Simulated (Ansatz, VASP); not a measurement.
# Mo in VASP and in Ansatz

File INCAR:

```
ALGO = Normal
DIPOL = 0.5 0.5 0.410
EDIFF = 1E-6
ENCUT = 400
GGA = PE
GGA_COMPAT = F
IDIPOL = 3
ISIF = 2
ISMEAR = 0
IVDW = 12
LASPH = T
LCHARG = F
LDIPOL = T
LREAL = F
LWAVE = F
NBANDS = 96
NELM = 120
NELMDL = -8
PREC = Accurate
SIGMA = 0.1
```

Contents of KPOINTS:

```
k-points
0
Gamma
  4 4 1
```

File POSCAR:

```
Mo
1.0
    5.4216946106      0.0000000000      0.0000000000
   -1.8072315369      5.1116226996      0.0000000000
    0.0000000000      0.0000000000     24.8170951124
Mo
12
Direct
    0.2500000000      0.2500000000      0.3223584373
    0.2500000000      0.7500000000      0.3223584373
    0.7500000000      0.2500000000      0.3223584373
    0.7500000000      0.7500000000      0.3223584373
    0.4941754782      0.4957198281      0.4088290726
    0.4949360883     -0.0019765080      0.4108182999
   -0.0092865618      0.4990292384      0.4084998144
   -0.0096545074     -0.0044159321      0.4067873703
    0.7554648186      0.7535471598      0.5003966507
    0.7362352453      0.2597537322      0.5023960911
    0.2517633181      0.7644906509      0.4983505351
    0.2032358169      0.2573351451      0.4975942261
```

Input for Ansatz:

```yaml
crystal:
  lattice:
    - [5.4216946106, 0.0, 0.0]
    - [-1.8072315369, 5.1116226996, 0.0]
    - [0.0, 0.0, 24.8170951124]
  atoms:
    - { symbol: Mo, position: [0.25, 0.25, 0.3223584373] }
    - { symbol: Mo, position: [0.25, 0.75, 0.3223584373] }
    - { symbol: Mo, position: [0.75, 0.25, 0.3223584373] }
    - { symbol: Mo, position: [0.75, 0.75, 0.3223584373] }
    - { symbol: Mo, position: [0.4941754782, 0.4957198281, 0.4088290726] }
    - { symbol: Mo, position: [0.4949360883, -0.001976508, 0.4108182999] }
    - { symbol: Mo, position: [-0.0092865618, 0.4990292384, 0.4084998144] }
    - { symbol: Mo, position: [-0.0096545074, -0.0044159321, 0.4067873703] }
    - { symbol: Mo, position: [0.7554648186, 0.7535471598, 0.5003966507] }
    - { symbol: Mo, position: [0.7362352453, 0.2597537322, 0.5023960911] }
    - { symbol: Mo, position: [0.2517633181, 0.7644906509, 0.4983505351] }
    - { symbol: Mo, position: [0.2032358169, 0.2573351451, 0.4975942261] }
basis:
  ecutwfc: 420
kpoints:
  mp_grid: { grid: [4, 4, 1] }
hamiltonian:
  xc: pbe
  dispersion: d3bj
scf:
  occupations: { method: gaussian, width: 0.1 }
output:
  forces: true
  eigenvalues: true
  write_density: true
  volumetric_format: npy
efield:
  axis: 3
  dipole_correction: true
  ramp_width: 0.04
```

Alike in both runs: task single point; functional PBE; dispersion D3(BJ); k mesh 4 × 4 × 1; occupations gaussian, width 0.1 eV; no spin polarisation.

```csv
,VASP,Ansatz
version,VASP 6.6.1,Ansatz 0.2.0
potentials or method,"VASP PAW PBE potentials, release 64 (Mo_sv), cutoff 400 eV","scalar-relativistic, plane waves, PAW"
valence electrons in the cell,168,168
```

```csv
,VASP,Ansatz,Ansatz less VASP
gap on the k mesh at the Fermi level (eV),none,none,-
rms of the force components (eV/Å),0.393,0.395,+0.0015
```

Atom by atom the forces differ by 0.014 eV/Å (rms over components). A gap of «none» marks a metal or a gap that the smearing closes.
